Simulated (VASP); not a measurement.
NiRh, 2 atoms in the cell. The structure is trigonal, space group R-3m (No. 166). The conventional cell has a = 2.460 Å, b = 2.460 Å, c = 11.546 Å, α = 90.00°, β = 90.00°, γ = 120.00°. Within 3.2 Å of Ni (site symmetry -3m) lie 6 Rh at 2.39 Å and 6 Ni at 2.46 Å. Within 3.2 Å of Rh (site symmetry -3m) lie 6 Ni at 2.39 Å and 6 Rh at 2.46 Å. 

| Item | Value |
| --- | --- |
| Program | VASP 6.6.1 |
| Task | single point |
| Functional | PBEsol |
| Potentials or basis | VASP PAW PBE potentials, release 64 (Ni, Rh_pv) |
| Cutoff | 520 eV |
| k mesh | 15 × 15 × 15 |
| Occupations | fermi-dirac, width 0.05 eV |
| Spin | no spin polarisation |
| Dipole correction | no |
| Further INCAR settings | ALGO = Normal; EDIFF = 1e-06; NBANDS = 20 |

Potentials or basis: VASP PAW PBE potentials, release 64 (Ni, Rh_pv).

Run with:

```bash
$ cat potpaw_PBE.64/Ni/POTCAR potpaw_PBE.64/Rh_pv/POTCAR > POTCAR
$ mpirun -np 1 vasp_std > vasp.out
```

Hardware: 1 thread of Intel Xeon 8259CL, with other jobs on the host.

**Question.** How long does it take, and how much memory?

**Answer.** Run time: 5.4 min on 1 thread of Intel Xeon 8259CL, on a shared host, peak memory 0.29 GiB. Counts: scf iterations 15, k points 344.
